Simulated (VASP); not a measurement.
SrCl2:

```
Sr Cl
1.0
     0.00000    3.49772    3.49772
     3.49772    0.00000    3.49772
     3.49772    3.49772    0.00000
Sr Cl
1 2
Cartesian
  0.0000 0.0000 0.0000
  1.7489 1.7489 1.7489
  5.2466 5.2466 5.2466
```

Base run:

```yaml
Program: VASP 6.6.1
Functional: r2SCAN
Potentials_or_basis: VASP PAW PBE potentials, release 64 (Sr_sv, Cl)
Cutoff: 550 eV
k_mesh: 4 × 4 × 4
Occupations: methfessel-paxton, width 0.5 eV
Spin: no spin polarisation
```

Its results: band gap on the k mesh 5.94 eV (least direct gap 6.00 eV); pressure -0.1 GPa.

Q: The run is repeated on the same cell with these changes: occupations from methfessel-paxton, width 0.5 eV to gaussian, width 0.01 eV; dispersion from none to D3(BJ). What comes out?

A: Band gap on the k mesh 5.94 eV (least direct gap 5.99 eV); pressure -0.6 GPa.

Caveats: the PAW data sets were made with another functional, which shifts forces and pressure a little.

A k mesh can miss the band edges.
